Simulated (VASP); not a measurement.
# CuSi16 (a cell with a defect) in VASP: further runs

Runs on CuSi16 (a cell with a defect). Level: PBE. Tasks: single point.

All numbers are computed with VASP 6.6.1; they aren't measurements. Logs are shortened: lines on timing, memory, paths and dates and some standing lists are left out, and cuts for length are marked.

### Step 1. The cell of the first run

The cell holds a defect, 17 atoms: a = 7.679 Å, b = 7.679 Å, c = 7.679 Å, α = 60.00°, β = 60.00°, γ = 60.00°.

### Step 2. Single point, PBE, collinear spin, zero start

The input, INCAR:

```
SYSTEM = CuSi16
PREC     = Accurate       ! precision mode
ENCUT    = 520            ! plane-wave cutoff, eV
EDIFF    = 1E-6           ! SCF threshold, eV
ISMEAR   = -1             ! smearing method
SIGMA    = 0.02           ! smearing width, eV
LREAL    = Auto         
LASPH    = .TRUE.         ! aspherical terms in the spheres
NELM     = 150            ! most SCF steps
ALGO     = Normal         ! electronic algorithm
ISIF     = 2              ! what is computed and relaxed
LWAVE    = .FALSE.        ! write WAVECAR
LCHARG   = .FALSE.        ! write CHGCAR
ISPIN    = 2              ! spin polarisation
MAGMOM   = 0 0 0 0 0 0 0 0 0 0 0 0 0 0 0 0 0 ! initial moments
LORBIT   = 11             ! projections on sites
LMAXMIX  = 4              ! l up to which the mixer works
GGA      = PE             ! functional
NBANDS   = 56             ! bands
```

The input, KPOINTS:

```
Automatic mesh
0
G
  2 2 2
  0 0 0
```

The input, POSCAR:

```
CuSi16
1.0
    0.0000000000      5.4300000000      5.4300000000
    5.4300000000      0.0000000000      5.4300000000
    5.4300000000      5.4300000000      0.0000000000
Si Cu
16 1
Direct
    0.0036762431      0.0036414365     -0.0111220994
    0.1255274401      0.1254786372      0.1196208103
   -0.0102593002     -0.0103867403      0.4954944751
    0.1142921731      0.1139430018      0.6215209024
    0.0001589319      0.4992714549      0.0040756906
    0.1273595764      0.6219350829      0.1278663904
    0.0042284530      0.4816538674      0.5094470534
    0.1259255064      0.6135686004      0.6304262431
    0.4993152855      0.0002581952      0.0040230203
    0.6220581952      0.1273342541      0.1278570902
    0.4818649171      0.0042017495      0.5093846225
    0.6137334254      0.1258735727      0.6303925414
    0.5015635359      0.5015047882      0.0064627993
    0.6266017495      0.6267048803      0.1305028545
    0.4995899632      0.4995221915      0.5039212707
    0.6221639963      0.6220678637      0.6323076427
    0.8512984346      0.8510879374      0.3582028545
```

Potentials or basis: VASP PAW PBE potentials, release 64 (Si, Cu).

Command:

```sh
$ cat potpaw_PBE.64/Si/POTCAR potpaw_PBE.64/Cu/POTCAR > POTCAR
$ mpirun -np 1 vasp_std > vasp.out
```

OUTCAR:

```text
SYSTEM = CuSi16
   PREC = Accurate
   ENCUT = 520
   EDIFF = 1E-6
   ISMEAR = -1
   LREAL = Auto
   LASPH = .TRUE.
   NELM = 150
   ISIF = 2
   ISPIN = 2
   LORBIT = 11
   GGA = PE

 ion  position               nearest neighbor table
   1  0.004  0.004  0.989-   4 2.31   2 2.35  17 2.35  10 2.39   6 2.39
   2  0.126  0.125  0.120-   9 2.34   5 2.34   1 2.35   3 2.36
   3  0.990  0.990  0.495-   4 2.35   2 2.36  12 2.36   8 2.36  17 2.60
   4  0.114  0.114  0.622-   1 2.31  11 2.31   7 2.31   3 2.35
   5  0.000  0.499  0.004-  14 2.34   6 2.34   8 2.34   2 2.34
   6  0.127  0.622  0.128-   5 2.34  13 2.35   7 2.39   1 2.39  17 2.52
   7  0.004  0.482  0.509-   4 2.31  17 2.35   8 2.35   6 2.39  16 2.40
   8  0.126  0.614  0.630-   5 2.34  15 2.34   7 2.35   3 2.36
   9  0.499  0.000  0.004-  14 2.34  10 2.34  12 2.34   2 2.34
  10  0.622  0.127  0.128-   9 2.34  13 2.35  11 2.39   1 2.39  17 2.52
  11  0.482  0.004  0.509-   4 2.31  17 2.35  12 2.35  10 2.39  16 2.40
  12  0.614  0.126  0.630-   9 2.34  15 2.34  11 2.35   3 2.36
  13  0.502  0.502  0.006-  10 2.35  16 2.35  14 2.35   6 2.35
  14  0.627  0.627  0.131-  15 2.34   9 2.34   5 2.34  13 2.35
  15  0.500  0.500  0.504-  14 2.34  16 2.34  12 2.34   8 2.34
  16  0.622  0.622  0.632-  15 2.34  13 2.35   7 2.40  11 2.40  17 2.51
  17  0.851  0.851  0.358-   7 2.35  11 2.35   1 2.35  16 2.51   6 2.52  10 2.52   3 2.60

  LATTYP: Found a face centered cubic cell.
 ALAT       =    10.8600000000

  Lattice vectors:

 A1 = (   0.0000000000,   5.4300000000,   5.4300000000)
 A2 = (   5.4300000000,   0.0000000000,   5.4300000000)
 A3 = (   5.4300000000,   5.4300000000,   0.0000000000)

Analysis of symmetry for initial positions (statically):
=====================================================================
 Subroutine PRICEL returns:
 Original cell was already a primitive cell.

 Routine SETGRP: Setting up the symmetry group for a
 face centered cubic supercell.

 Subroutine GETGRP returns: Found  1 space group operations
 (whereof  1 operations were pure point group operations)
 out of a pool of 48 trial point group operations.

The static configuration has the point symmetry C_1 .

Analysis of symmetry for dynamics (positions and initial velocities):
=====================================================================
 Subroutine PRICEL returns:
 Original cell was already a primitive cell.

 Routine SETGRP: Setting up the symmetry group for a
 face centered cubic supercell.

 Subroutine GETGRP returns: Found  1 space group operations
 (whereof  1 operations were pure point group operations)
 out of a pool of 48 trial point group operations.

The dynamic configuration has the point symmetry C_1 .

Analysis of structural, dynamic, and magnetic symmetry:
=====================================================================
 Subroutine PRICEL returns:
 Original cell was already a primitive cell.

 Routine SETGRP: Setting up the symmetry group for a
 face centered cubic supercell.

 Subroutine GETGRP returns: Found  1 space group operations
 (whereof  1 operations were pure point group operations)
 out of a pool of 48 trial point group operations.

The overall configuration has the point symmetry C_1 .

 Subroutine INISYM returns: Found  1 space group operations
 (whereof  1 operations are pure point group operations),
 and found     1 'primitive' translations

----------------------------------------------------------------------------------------

                                     Primitive cell

  volume of cell :     320.2060

  direct lattice vectors                    reciprocal lattice vectors
     0.000000000  5.430000000  5.430000000    -0.092081031  0.092081031  0.092081031
     5.430000000  0.000000000  5.430000000     0.092081031 -0.092081031  0.092081031
     5.430000000  5.430000000  0.000000000     0.092081031  0.092081031 -0.092081031

  length of vectors
     7.679179644  7.679179644  7.679179644     0.159489025  0.159489025  0.159489025

  position of ions in fractional coordinates (direct lattice)
     0.003676243  0.003641436  0.988877901
     0.125527440  0.125478637  0.119620810
     0.989740700  0.989613260  0.495494475
     0.114292173  0.113943002  0.621520902
     0.000158932  0.499271455  0.004075691
     0.127359576  0.621935083  0.127866390
[... 74 lines left out ...]
   NGX,Y,Z   is equivalent  to a cutoff of  12.99, 12.99, 12.99 a.u.
   NGXF,Y,Z  is equivalent  to a cutoff of  25.98, 25.98, 25.98 a.u.
 SYSTEM =  CuSi16
   PREC   = accura    normal or accurate (medium, high low for compatibility)
   ISTART =      0    job   : 0-new  1-cont  2-samecut
   ICHARG =      2    charge: 1-file 2-atom 10-const
   ISPIN  =      2    spin polarized calculation?
   LNONCOLLINEAR =      F non collinear calculations
   LSORBIT =      F    spin-orbit coupling
   LASPH  =      T    aspherical Exc in radial PAW
   ENCUT  =  520.0 eV  38.22 Ry    6.18 a.u.  14.28 14.28 14.28*2*pi/ulx,y,z
   NELM   =    150;   NELMIN=  2; NELMDL= -5     # of ELM steps
   EDIFF  = 0.1E-05   stopping-criterion for ELM
   LREAL  =      T    real-space projection
   EDIFFG = 0.1E-04   stopping-criterion for IOM
   NSW    =      0    number of steps for IOM
   IBRION =     -1    ionic relax: 0-MD 1-quasi-New 2-CG
   NFREE  =      0    steps in history (QN), initial steepest desc. (CG)
   ISIF   =      2    stress and relaxation
   ISYM   =      2    0-nonsym 1-usesym 2-fastsym
   POTIM  = 0.5000    time-step for ionic-motion
   TEBEG  =    0.0;   TEEND  =   0.0 temperature during run
   PSTRESS=    0.0 pullay stress
   NELECT =      75.0000    total number of electrons
   NUPDOWN=      -1.0000    fix difference up-down
   EMIN   =  10.00;   EMAX   =-10.00  energy-range for DOS
   EFERMI =   0.00;   METHOD = LEGACY
   ISMEAR =    -1;   SIGMA  =   0.02  broadening in eV -4-tet -1-fermi 0-gaus
   EFERMI_NEDOS =   21; number of points for ismear=-14 and -15
   IALGO  =     38    algorithm
   IMIX   =      4    mixing-type and parameters
     AMIX     =   0.40;   BMIX     =  1.00
     AMIX_MAG =   1.60;   BMIX_MAG =  1.00
  volume/ion in A,a.u.               =      18.84       127.11
  Fermi-wavevector in a.u.,A,eV,Ry     =   1.009142  1.907001 13.855720  1.018367
  Thomas-Fermi vector in A             =   2.142052
   LORBIT       =     11    0 simple, 1 ext, 2 COOP (PROOUT), +10 PAW based schemes
   GGA     = PE    functional components
   LHFCALC =     F    Hartree Fock is set to
   AEXX    =    0.0000 exact exchange contribution
   IVDW    =     0    specifies the selected vdW correction
   LEPSILON=     F    determine dielectric tensor
   LRPA    =     F    only Hartree local field effects (RPA)
 spin polarized calculation
  energy-cutoff  :      520.00
  volume of cell :      320.21
 maximum number of plane-waves:      8646
 NGX is ok and might be reduce to    60
   NGX = 29   NGY = 29   NGZ = 29

 number of electron      75.0000000 magnetization      -0.0014198

 number of electron      75.0000000 magnetization       0.0062977

 Free energy of the ion-electron system (eV)
  ---------------------------------------------------
  ext. energy  EPLUGINS =         0.00000000
  ---------------------------------------------------
  free energy    TOTEN  =       -87.47239570 eV

  energy without entropy =      -87.45672288  energy(sigma->0) =      -87.46455929

 E-fermi :   6.8961     XC(G=0):  -9.6705

 val. band max:        6.8676844335   @ k =   0.5000   0.5000   0.5000
 cond. band min:       6.9072131316   @ k =   0.0000   0.5000   0.0000
 fundamental gap:      0.0395286981
 Fermi energy:         6.8961114532

 spin component 1

 k-point     1 :       0.0000    0.0000    0.0000
  band No.  band energies     occupation
      1      -5.9335      1.00000
      2      -3.5761      1.00000
      3      -3.5534      1.00000
      4      -3.5526      1.00000
      5      -3.4601      1.00000
      6      -2.0176      1.00000
[... 405 lines left out ...]
     48      10.4551      0.00000
     49      10.4569      0.00000
 Fermi energy:         6.8961114532

 spin component 2

 k-point     1 :       0.0000    0.0000    0.0000
  band No.  band energies     occupation
      1      -5.9331      1.00000
      2      -3.5758      1.00000
      3      -3.5531      1.00000
      4      -3.5523      1.00000
      5      -3.4597      1.00000
      6      -2.0168      1.00000
[... 405 lines left out ...]
     48      10.4555      0.00000
     49      10.4573      0.00000
 [bands above 49 left out]

------------------------ aborting loop because EDIFF is reached ----------------------------------------

  FORCE on cell =-STRESS in cart. coord.  units (eV):
  Direction    XX          YY          ZZ          XY          YZ          ZX
  --------------------------------------------------------------------------------------
  -------------------------------------------------------------------------------------
  Total        8.5921883      8.5983083      8.5743973     -0.6722900     -0.7383162     -0.7583906
  in kB       42.9917263     43.0223484     42.9027073     -3.3638589     -3.6942265     -3.7946702
  external PRESSURE =      42.9722607 kB  Pullay stress =       0.0000000 kB

 VOLUME and BASIS-vectors are now :
 -----------------------------------------------------------------------------
  energy-cutoff  :      520.00
  volume of cell :      320.21
      direct lattice vectors                 reciprocal lattice vectors
     0.000000000  5.430000000  5.430000000    -0.092081031  0.092081031  0.092081031
     5.430000000  0.000000000  5.430000000     0.092081031 -0.092081031  0.092081031
     5.430000000  5.430000000  0.000000000     0.092081031  0.092081031 -0.092081031

 POSITION                                       TOTAL-FORCE (eV/Angst)
 -----------------------------------------------------------------------------------
      5.38938      5.38957      0.03974        -0.003335     -0.000444      0.026840
      1.33089      1.33115      1.36296        -0.001966     -0.002859      0.017124
      8.06413      8.06483     10.74789        -0.016503     -0.015432     -0.008777
      3.99357      3.99546      1.23932        -0.011580     -0.019346     -0.008396
      2.73318      0.02299      2.71191         0.003616      0.004846     -0.003945
      4.07142      1.38588      4.06867        -0.009783     -0.002245      0.001236
[... 9 lines left out ...]
      6.81126      6.81178      6.75618         0.006607      0.004356     -0.003965
      6.56645      6.56759      9.24396        -0.037945     -0.039842     -0.028758
 -----------------------------------------------------------------------------------
    total drift:                                0.001492      0.001607      0.000957

  FREE ENERGIE OF THE ION-ELECTRON SYSTEM (eV)
  ---------------------------------------------------
  free  energy   TOTEN  =       -87.4723956988 eV

  energy  without entropy=      -87.4567228838  energy(sigma->0) =      -87.46455929

 total charge

# of ion       s       p       d       tot
------------------------------------------
    1        0.734   0.964   0.000   1.698
    2        0.741   0.949   0.000   1.690
    3        0.737   0.957   0.000   1.694
    4        0.767   0.947   0.000   1.714
    5        0.741   0.958   0.000   1.698
    6        0.732   0.950   0.000   1.682
[... 9 lines left out ...]
   16        0.732   0.950   0.000   1.682
   17        0.479   0.427   9.219  10.125
--------------------------------------------------
tot         12.315  15.701   9.219  37.234

 magnetization (x)

# of ion       s       p       d       tot
------------------------------------------
    1        0.000   0.000   0.000   0.000
    2        0.000   0.000   0.000   0.000
    3        0.000   0.000   0.000   0.000
    4        0.000   0.000   0.000   0.001
    5        0.000   0.000   0.000   0.000
    6        0.000   0.000   0.000   0.000
[... 9 lines left out ...]
   16        0.000   0.000   0.000   0.000
   17        0.001   0.000  -0.000   0.001
--------------------------------------------------
tot          0.001   0.001  -0.000   0.002
```

Run time: 20 min. Hardware: 1 thread of Intel Xeon 8259CL, shared host; peak memory 0.73 GiB.

Results:

| Quantity | Value |
| --- | --- |
| Free energy | -87.4724 eV |
| Pressure | 4.3 GPa |
| Largest force | 0.062 eV/Å |
| Net moment | 0.01 μB per cell |
| Valence electrons inside the program's atomic spheres | Si 1.70, 1.69, 1.71, 1.68 (each value once); Cu 10.12 |

Forces on the atoms (eV/Å):
```
Si  -0.003  0.000  0.027
Si  -0.002 -0.003  0.017
Si  -0.017 -0.015 -0.009
Si  -0.012 -0.019 -0.008
Si   0.004  0.005 -0.004
Si  -0.010 -0.002  0.001
Si  -0.004  0.027 -0.009
Si   0.002  0.014 -0.002
Si   0.006  0.004 -0.006
Si  -0.002 -0.010  0.000
Si   0.021  0.002 -0.007
Si   0.013  0.002 -0.002
Si   0.020  0.017  0.018
Si   0.014  0.017  0.017
Si   0.001 -0.001 -0.002
Si   0.007  0.004 -0.004
Cu  -0.038 -0.040 -0.029
```

Caveat: the k points lie up to 0.50 Å⁻¹ apart; no moment was typed at the start, so none could form.

(Continued in part 2 of 2.)
